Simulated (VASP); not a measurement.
Crystal: Ge.

```xyz
2
Lattice="-2.5915 2.5915 1.4067 2.5915 -2.5915 1.4067 2.5915 2.5915 -1.4067" Properties=species:S:1:pos:R:3 pbc="T T T"
Ge    0.0000    0.0000    1.4067
Ge    2.5915    0.0000    0.7033
```

This cell differs from its parent crystal: volume scaled by 1.02.

Base run:

```yaml
Program: VASP 6.6.1
Functional: PBEsol
Potentials_or_basis: VASP PAW PBE potentials, release 64 (Ge_d)
Cutoff: 520 eV
k_mesh: 11 × 11 × 11
Occupations: fermi-dirac, width 0.05 eV
Spin: no spin polarisation
```

Its results: band gap on the k mesh zero (band 14 reaches 8.11 eV, above the bottom of band 15 at 3.53 eV); pressure -2.0 GPa.

Problem. The run is repeated on the same cell with these changes: functional from PBEsol to PBE; further incar settings from ALGO = Normal; EDIFF = 1e-07; NBANDS = 21 to ALGO = Normal; EDIFF = 1e-06; NBANDS = 21. What comes out?

Solution. Band gap on the k mesh zero (band 14 reaches 8.26 eV, above the bottom of band 15 at 3.68 eV); pressure 1.5 GPa.

Caveats: the PAW data sets were made with another functional, which shifts forces and pressure a little (some runs).
